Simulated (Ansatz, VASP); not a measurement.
## Two plane-wave programs on CoSi2

INCAR

```
SYSTEM = CoSi2
  PREC = Accurate
  ENCUT = 520
  EDIFF = 1E-7
  ISMEAR = 0
  SIGMA = 0.15
  LREAL = .FALSE.
  LASPH = .TRUE.
  NELM = 60
  ALGO = Normal
  ISIF = 2
  LWAVE = .FALSE.
  LCHARG = .FALSE.
  GGA = PE
  NBANDS = 16
```

File KPOINTS:

```
regular mesh
0
G
  12 12 12
  0 0 0
```

POSCAR

```
CoSi2
1.0
    0.0000000000      2.7114004273      2.6177282631
    2.7114004273      0.0000000000      2.6177282631
    2.7114004273      2.7114004273      0.0000000000
Co Si
1 2
Direct
    0.0000000000      0.0000000000      0.0000000000
    0.2270537489      0.2270537489      0.2729462511
    0.7729462511      0.7729462511      0.7270537489
```

Input for Ansatz:

```yaml
crystal:
  lattice:
    - [0.0, 2.7114004273, 2.6177282631]
    - [2.7114004273, 0.0, 2.6177282631]
    - [2.7114004273, 2.7114004273, 0.0]
  atoms:
    - { symbol: Co, position: [0.0, 0.0, 0.0] }
    - { symbol: Si, position: [0.2270537489, 0.2270537489, 0.2729462511] }
    - { symbol: Si, position: [0.7729462511, 0.7729462511, 0.7270537489] }
basis:
  ecutwfc: 520.0
kpoints:
  mp_grid: { grid: [12, 12, 12] }
hamiltonian:
  xc: pbe
  pseudopotentials: { kind: paw, azcp: { folder: soft_1 } }
scf:
  occupations: { method: gaussian, width: 0.15 }
output:
  forces: true
  stress: true
  eigenvalues: true
```

Change from the starting cell: mode 6 frozen in at -0.123 Å, strain +e along z and -e/2 along x and y -0.0233.

Alike in both runs: task single point; functional PBE; k mesh 12 × 12 × 12; occupations gaussian, width 0.15 eV; no spin polarisation.

```csv
,VASP,Ansatz
version,VASP 6.6.1,Ansatz 0.2.0
potentials or method,"VASP PAW PBE potentials, release 64 (Co, Si), cutoff 520 eV","scalar-relativistic, plane waves, PAW"
valence electrons in the cell,17,25
```

```tsv
	VASP	Ansatz	Ansatz less VASP
gap on the k mesh at the Fermi level (eV)	none	none	-
pressure (GPa)	2.7	2.9	+0.21
traceless stress, the component that is largest in VASP (GPa)	8.37	8.38	+0.004
rms of the force components (eV/Å)	0.812	0.814	+0.0025
```

Atom by atom the forces differ by 0.003 eV/Å (rms over components). A gap of «none» marks a metal or a gap that the smearing closes. The functional is the same, so the differences come from potentials, cutoffs and numerics. VASP's potentials hold 17 valence electrons a cell and Ansatz's 25, so a difference there can come from the potentials and not from the codes.
